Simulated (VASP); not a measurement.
Input of a VASP 6.6.1 run:

File INCAR:

```
SYSTEM = ZnO
  PREC = Accurate
  ENCUT = 520
  EDIFF = 1E-6
  ISMEAR = 0
  SIGMA = 0.02
  LREAL = .FALSE.
  LASPH = .TRUE.
  NELM = 80
  ALGO = Normal
  ISIF = 2
  LWAVE = .FALSE.
  LCHARG = .FALSE.
  GGA = PS
  NBANDS = 26
```

KPOINTS

```
regular mesh
0
G
  9 9 6
  0 0 0
```

The input POSCAR:

```
ZnO
1.0
    3.4243477572      0.0000000000      0.0000000000
   -1.7121738786      2.9655721491      0.0000000000
    0.0000000000      0.0000000000      4.8235878671
Zn O
2 2
Direct
    0.6666666667      0.3333333333      0.4814924203
    0.3333333333      0.6666666667     -0.0185075797
    0.6666666667      0.3333333333      0.8988175797
    0.3333333333      0.6666666667      0.3988175797
```

Potentials or basis: VASP PAW PBE potentials, release 64 (Zn, O).

Run with:

```bash
$ cat potpaw_PBE.64/Zn/POTCAR potpaw_PBE.64/O/POTCAR > POTCAR
$ mpirun -np 1 vasp_std > vasp.out
```

**Question.** Estimate the pressure.

**Answer.** -6.0 GPa.

**Question.** What does it give for the band gap on the k mesh?

**Answer.** 0.73 eV, direct.

**Question.** What does it give for the largest force?

**Answer.** 0.021 eV/Å.

Forces in eV/Å, atoms in the order of the input:
```
Zn   0.000  0.000 -0.021
Zn   0.000  0.000 -0.021
O    0.000  0.000  0.021
O    0.000  0.000  0.021
```

Caveat: the PAW data sets were made with another functional, which shifts forces and pressure a little. A hybrid or GW would open this gap; PBEsol tends to underestimate it.
